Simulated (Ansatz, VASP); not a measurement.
# Ir: VASP beside Ansatz

INCAR

```
ALGO = Normal ; EDIFF = 1E-6
ENCUT = 520 ; ISIF = 2
ISMEAR = -1 ; LASPH = True
LCHARG = True ; LELF = True
LREAL = False ; LVHAR = True
LWAVE = False ; NBANDS = 10
NELM = 80 ; PREC = Accurate
SIGMA = 0.08
```

File KPOINTS:

```
k-points
0
Gamma
  19 19 19
```

POSCAR

```
Ir
1.0
    0.0000000000      1.7693145633      1.7693145633
    1.7693145633      0.0000000000      1.7693145633
    1.7693145633      1.7693145633      0.0000000000
Ir
1
Direct
    0.0000000000      0.0000000000      0.0000000000
```

Input for Ansatz:

```yaml
crystal:
  lattice:
    - [0.0, 1.7693145633, 1.7693145633]
    - [1.7693145633, 0.0, 1.7693145633]
    - [1.7693145633, 1.7693145633, 0.0]
  atoms:
    - { symbol: Ir, position: [0.0, 0.0, 0.0] }
kpoints:
  mp_grid: { grid: [19, 19, 19] }
scf:
  occupations: { method: fermi_dirac, width: 0.08 }
hamiltonian:
  xc: lda
  pseudopotentials: { kind: all_electron, lapw: { basis_error: 0.001 } }
output:
  forces: true
  stress: true
  eigenvalues: true
  populations: true
```

Change from the starting cell: volume scaled by 0.8, LAPW.

Alike in both runs: task single point; functional LDA; k mesh 19 × 19 × 19; occupations fermi-dirac, width 0.08 eV; no spin polarisation.

|  | VASP | Ansatz |
| --- | --- | --- |
| version | VASP 6.6.1 | Ansatz 0.2.0 |
| potentials or method | VASP PAW LDA potentials, release 64 (Ir), cutoff 520 eV | all-electron LAPW, scalar-relativistic |

```csv
,VASP,Ansatz,Ansatz less VASP
pressure (GPa),163.5,155.7,-7.75
```

LDA's correlation is that of Perdew and Zunger in VASP and of Perdew and Wang (1992) in Ansatz. Both programs put the cell under a high pressure, so it lies far from rest at this level. Ansatz ran all-electron here, and VASP with PAW potentials.

Spin-orbit coupling is off throughout. Noted on VASP's run: the cell as given lies far from equilibrium.
